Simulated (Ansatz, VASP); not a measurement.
# Two plane-wave programs on GaP

The input INCAR:

```
SYSTEM = GaP
ALGO = Fast
DIPOL = 0.5 0.5 0.500
EDIFF = 1E-6
ENCUT = 520
GGA = PE
IDIPOL = 3
ISIF = 2
ISMEAR = 0
LASPH = .True.
LCHARG = .False.
LDIPOL = .True.
LREAL = .False.
LWAVE = .False.
NBANDS = 46
NELM = 100
PREC = Accurate
SIGMA = 0.05
```

KPOINTS

```
k-points
0
Gamma
  9 9 3
  0 0 0
```

File POSCAR:

```
GaP
1.0
    3.8926748893      0.0000000000      0.0000000000
   -1.9463374447      3.3711553428      0.0000000000
    0.0000000000      0.0000000000     25.3296561479
P Ga
4 4
Direct
    0.0000000000      0.0000000000      0.2960956105
    0.3333333333      0.6666666667      0.4215752348
    0.6666666667      0.3333333333      0.5470548591
    0.0000000000      0.0000000000      0.6725344835
    0.3333333333      0.6666666667      0.3274655165
    0.6666666667      0.3333333333      0.4529451409
    0.0000000000      0.0000000000      0.5784247652
    0.3333333333      0.6666666667      0.7039043895
```

Input for Ansatz:

```yaml
crystal:
  lattice:
    - [3.8926748893, 0.0, 0.0]
    - [-1.9463374447, 3.3711553428, 0.0]
    - [0.0, 0.0, 25.3296561479]
  atoms:
    - { symbol: P, position: [0.0, 0.0, 0.2960956105] }
    - { symbol: Ga, position: [0.3333333333, 0.6666666667, 0.3274655165] }
    - { symbol: P, position: [0.3333333333, 0.6666666667, 0.4215752348] }
    - { symbol: Ga, position: [0.6666666667, 0.3333333333, 0.4529451409] }
    - { symbol: P, position: [0.6666666667, 0.3333333333, 0.5470548591] }
    - { symbol: Ga, position: [0.0, 0.0, 0.5784247652] }
    - { symbol: P, position: [0.0, 0.0, 0.6725344835] }
    - { symbol: Ga, position: [0.3333333333, 0.6666666667, 0.7039043895] }
basis:
  ecutwfc: 420
kpoints:
  mp_grid: { grid: [9, 9, 3] }
hamiltonian:
  xc: pbe
scf:
  occupations: { method: gaussian, width: 0.05 }
output:
  forces: true
  stress: true
  eigenvalues: true
efield:
  axis: 3
  dipole_correction: true
  ramp_width: 0.04
```

Alike in both runs: task single point; functional PBE; k mesh 9 × 9 × 3; occupations gaussian, width 0.05 eV; no spin polarisation.

|  | VASP | Ansatz |
| --- | --- | --- |
| version | VASP 6.6.1 | Ansatz 0.2.0 |
| potentials or method | VASP PAW PBE potentials, release 64 (P, Ga_d), cutoff 520 eV | scalar-relativistic, plane waves, PAW |
| valence electrons in the cell | 72 | 72 |

Ansatz gave:

| Item | Value |
| --- | --- |
| gap on the k mesh at the Fermi level (eV) | none |
| rms of the force components (eV/Å) | 0.260 |

Estimate VASP's values.

gap on the k mesh at the Fermi level (eV): none; rms of the force components (eV/Å): 0.261.

A gap of «none» marks a metal or a gap that the smearing closes. The functional is the same, so the differences come from potentials, cutoffs and numerics.
